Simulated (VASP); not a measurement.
# V in VASP: single point with PBE

Aim: the single point of V with PBE.

Program: VASP 6.6.1. These are calculated values, not measurements. Logs are shortened: lines on timing, memory, paths and dates and some standing lists are left out, and cuts for length are marked.

### 1 The cell of the first run

The cell holds a cluster in a box, 1 atom: a = 8.500 Å, b = 8.500 Å, c = 8.500 Å, α = 90.00°, β = 90.00°, γ = 90.00°.

### 2 Single point, PBE, collinear spin, ferromagnetic start

INCAR reads:

```
PREC = Accurate ; ENCUT = 400
EDIFF = 1E-6 ; ISMEAR = -1
SIGMA = 0.1 ; LREAL = False
LASPH = True ; NELM = 200
ALGO = Normal ; ISIF = 2
LWAVE = False ; LCHARG = False
ISPIN = 2 ; MAGMOM = -5.47
LORBIT = 11 ; LMAXMIX = 4
GGA = PE ; NBANDS = 16
GGA_COMPAT = False
```

KPOINTS reads:

```
Automatic mesh
0
Gamma
  1 1 1
```

POSCAR reads:

```
V
1.0
    8.5000000000      0.0000000000      0.0000000000
    0.0000000000      8.5000000000      0.0000000000
    0.0000000000      0.0000000000      8.5000000000
V
1
Direct
    0.0000000000      0.0000000000      0.0000000000
```

Potentials or basis: VASP PAW PBE potentials, release 64 (V_sv).

The run is started by

```bash
$ cat potpaw_PBE.64/V_sv/POTCAR > POTCAR
$ mpirun -np 1 vasp_gam > vasp.out
```

OUTCAR:

```text
PREC = Accurate
   ENCUT = 400
   EDIFF = 1E-6
   ISMEAR = -1
   LREAL = False
   LASPH = True
   NELM = 200
   ISIF = 2
   ISPIN = 2
   LORBIT = 11
   GGA = PE

 ion  position               nearest neighbor table
   1  0.000  0.000  0.000-

  LATTYP: Found a simple cubic cell.
 ALAT       =     8.5000000000

  Lattice vectors:

 A1 = (   8.5000000000,   0.0000000000,   0.0000000000)
 A2 = (   0.0000000000,   8.5000000000,   0.0000000000)
 A3 = (   0.0000000000,   0.0000000000,   8.5000000000)

Analysis of symmetry for initial positions (statically):
=====================================================================
 Subroutine PRICEL returns:
 Original cell was already a primitive cell.

 Routine SETGRP: Setting up the symmetry group for a
 simple cubic supercell.

 Subroutine GETGRP returns: Found 48 space group operations
 (whereof 48 operations were pure point group operations)
 out of a pool of 48 trial point group operations.

The static configuration has the point symmetry O_h .

Analysis of symmetry for dynamics (positions and initial velocities):
=====================================================================
 Subroutine PRICEL returns:
 Original cell was already a primitive cell.

 Routine SETGRP: Setting up the symmetry group for a
 simple cubic supercell.

 Subroutine GETGRP returns: Found 48 space group operations
 (whereof 48 operations were pure point group operations)
 out of a pool of 48 trial point group operations.

The dynamic configuration has the point symmetry O_h .

Analysis of structural, dynamic, and magnetic symmetry:
=====================================================================
 Subroutine PRICEL returns:
 Original cell was already a primitive cell.

 Routine SETGRP: Setting up the symmetry group for a
 simple cubic supercell.

 Subroutine GETGRP returns: Found 48 space group operations
 (whereof 48 operations were pure point group operations)
 out of a pool of 48 trial point group operations.

The overall configuration has the point symmetry O_h .

 Subroutine INISYM returns: Found 48 space group operations
 (whereof 48 operations are pure point group operations),
 and found     1 'primitive' translations

----------------------------------------------------------------------------------------

                                     Primitive cell

  volume of cell :     614.1250

  direct lattice vectors                    reciprocal lattice vectors
     8.500000000  0.000000000  0.000000000     0.117647059  0.000000000  0.000000000
     0.000000000  8.500000000  0.000000000     0.000000000  0.117647059  0.000000000
     0.000000000  0.000000000  8.500000000     0.000000000  0.000000000  0.117647059

  length of vectors
     8.500000000  8.500000000  8.500000000     0.117647059  0.117647059  0.117647059

  position of ions in fractional coordinates (direct lattice)
     0.000000000  0.000000000  0.000000000

  ion indices of the primitive-cell ions
   primitive index   ion index
                 1           1

----------------------------------------------------------------------------------------

 KPOINTS: Automatic mesh

Automatic generation of k-mesh.
 Grid dimensions read from file:
 generate k-points for:    1    1    1

 Generating k-lattice:

  Cartesian coordinates                     Fractional coordinates (reciprocal lattice)
     0.117647059  0.000000000  0.000000000     1.000000000  0.000000000  0.000000000
     0.000000000  0.117647059  0.000000000     0.000000000  1.000000000  0.000000000
     0.000000000  0.000000000  0.117647059     0.000000000  0.000000000  1.000000000

  Length of vectors
     0.117647059  0.117647059  0.117647059

  Shift w.r.t. Gamma in fractional coordinates (k-lattice)
     0.000000000  0.000000000  0.000000000

 Subroutine IBZKPT returns following result:
 ===========================================

 Found      1 irreducible k-points:

 Following reciprocal coordinates:
            Coordinates               Weight
  0.000000  0.000000  0.000000      1.000000
   k-points           NKPTS =      1   k-points in BZ     NKDIM =      1   number of bands    NBANDS=     16
   number of dos      NEDOS =    301   number of ions     NIONS =      1
   total plane-waves  NPLWV = 175616
   dimension x,y,z NGX =    56 NGY =   56 NGZ =   56
   dimension x,y,z NGXF=   112 NGYF=  112 NGZF=  112
   ions per type =               1
   NGX,Y,Z   is equivalent  to a cutoff of  10.95, 10.95, 10.95 a.u.
   NGXF,Y,Z  is equivalent  to a cutoff of  21.91, 21.91, 21.91 a.u.
 SYSTEM =  unknown system
   PREC   = accura    normal or accurate (medium, high low for compatibility)
   ISTART =      0    job   : 0-new  1-cont  2-samecut
   ICHARG =      2    charge: 1-file 2-atom 10-const
   ISPIN  =      2    spin polarized calculation?
   LNONCOLLINEAR =      F non collinear calculations
   LSORBIT =      F    spin-orbit coupling
   LASPH  =      T    aspherical Exc in radial PAW
   ENCUT  =  400.0 eV  29.40 Ry    5.42 a.u.  13.86 13.86 13.86*2*pi/ulx,y,z
   NELM   =    200;   NELMIN=  2; NELMDL= -5     # of ELM steps
   EDIFF  = 0.1E-05   stopping-criterion for ELM
   LREAL  =      F    real-space projection
   EDIFFG = 0.1E-04   stopping-criterion for IOM
   NSW    =      0    number of steps for IOM
   IBRION =     -1    ionic relax: 0-MD 1-quasi-New 2-CG
   NFREE  =      0    steps in history (QN), initial steepest desc. (CG)
   ISIF   =      2    stress and relaxation
   ISYM   =      2    0-nonsym 1-usesym 2-fastsym
   POTIM  = 0.5000    time-step for ionic-motion
   TEBEG  =    0.0;   TEEND  =   0.0 temperature during run
   PSTRESS=    0.0 pullay stress
   NELECT =      13.0000    total number of electrons
   NUPDOWN=      -1.0000    fix difference up-down
   EMIN   =  10.00;   EMAX   =-10.00  energy-range for DOS
   EFERMI =   0.00;   METHOD = LEGACY
   ISMEAR =    -1;   SIGMA  =   0.10  broadening in eV -4-tet -1-fermi 0-gaus
   EFERMI_NEDOS =   21; number of points for ismear=-14 and -15
   IALGO  =     38    algorithm
   IMIX   =      4    mixing-type and parameters
     AMIX     =   0.40;   BMIX     =  1.00
     AMIX_MAG =   1.60;   BMIX_MAG =  1.00
  volume/ion in A,a.u.               =     614.12      4144.32
  Fermi-wavevector in a.u.,A,eV,Ry     =   0.452867  0.855794  2.790395  0.205088
  Thomas-Fermi vector in A             =   1.434958
   LORBIT       =     11    0 simple, 1 ext, 2 COOP (PROOUT), +10 PAW based schemes
   GGA     = PE    functional components
   LHFCALC =     F    Hartree Fock is set to
   AEXX    =    0.0000 exact exchange contribution
   IVDW    =     0    specifies the selected vdW correction
   LEPSILON=     F    determine dielectric tensor
   LRPA    =     F    only Hartree local field effects (RPA)
 spin polarized calculation
  energy-cutoff  :      400.00
  volume of cell :      614.12
 maximum number of plane-waves:      5538
 NGX is ok and might be reduce to    54
   NGX = 27   NGY = 27   NGZ = 27

 number of electron      13.0000022 magnetization      -5.0000023

 Free energy of the ion-electron system (eV)
  ---------------------------------------------------
  ext. energy  EPLUGINS =         0.00000000
  ---------------------------------------------------
  free energy    TOTEN  =        -3.81200831 eV

  energy without entropy =       -3.56944333  energy(sigma->0) =       -3.69072582

 E-fermi :  -2.6264     XC(G=0):  -1.0440

 val. band max:       -2.7333523063   @ k =   0.0000   0.0000   0.0000
 cond. band min:      -1.2092929057   @ k =   0.0000   0.0000   0.0000
 fundamental gap:      1.5240594007
 Fermi energy:        -2.6264157634

 spin component 1

 k-point     1 :       0.0000    0.0000    0.0000
  band No.  band energies     occupation
      1     -63.5834      1.00000
      2     -37.5684      1.00000
      3     -37.5684      1.00000
      4     -37.5684      1.00000
      5      -1.2093      0.00000
      6       0.3663      0.00000
[... 8 lines left out ...]
     15       2.6976      0.00000
     16       2.6976      0.00000
 Fermi energy:        -2.6264157634

 spin component 2

 k-point     1 :       0.0000    0.0000    0.0000
  band No.  band energies     occupation
      1     -66.8558      1.00000
      2     -40.8387      1.00000
      3     -40.8387      1.00000
      4     -40.8387      1.00000
      5      -4.0113      1.00000
      6      -2.8288      0.88329
[... 8 lines left out ...]
     15       1.0264      0.00000
     16       1.0264      0.00000

------------------------ aborting loop because EDIFF is reached ----------------------------------------

  FORCE on cell =-STRESS in cart. coord.  units (eV):
  Direction    XX          YY          ZZ          XY          YZ          ZX
  --------------------------------------------------------------------------------------
  -------------------------------------------------------------------------------------
  Total       -0.2779429     -0.2779429     -0.2779429     -0.0000000      0.0000000     -0.0000000
  in kB       -0.7251191     -0.7251191     -0.7251191     -0.0000000      0.0000000     -0.0000000
  external PRESSURE =      -0.7251191 kB  Pullay stress =       0.0000000 kB

 VOLUME and BASIS-vectors are now :
 -----------------------------------------------------------------------------
  energy-cutoff  :      400.00
  volume of cell :      614.12
      direct lattice vectors                 reciprocal lattice vectors
     8.500000000  0.000000000  0.000000000     0.117647059  0.000000000  0.000000000
     0.000000000  8.500000000  0.000000000     0.000000000  0.117647059  0.000000000
     0.000000000  0.000000000  8.500000000     0.000000000  0.000000000  0.117647059

 POSITION                                       TOTAL-FORCE (eV/Angst)
 -----------------------------------------------------------------------------------
      0.00000      0.00000      0.00000         0.000000      0.000000      0.000000
 -----------------------------------------------------------------------------------
    total drift:                               -0.000000     -0.000000     -0.000000

  FREE ENERGIE OF THE ION-ELECTRON SYSTEM (eV)
  ---------------------------------------------------
  free  energy   TOTEN  =        -3.8120083076 eV

  energy  without entropy=       -3.5694433317  energy(sigma->0) =       -3.69072582

 total charge

# of ion       s       p       d       tot
------------------------------------------
    1        2.213   5.954   3.280  11.448

 magnetization (x)

# of ion       s       p       d       tot
------------------------------------------
    1       -0.217  -0.004  -3.280  -3.502
```

Wall time 1.8 min (1 thread of Intel Xeon 8259CL, shared host); peak memory 0.51 GiB.

Results:

```
Free energy                                           : -3.8120 eV
Gap between the frontier levels                       : zero (filled and empty bands touch)
Net moment                                            : -5.00 μB per cell
Site moments                                          : V -3.50 μB
Valence electrons inside the program's atomic spheres : V 11.45
```
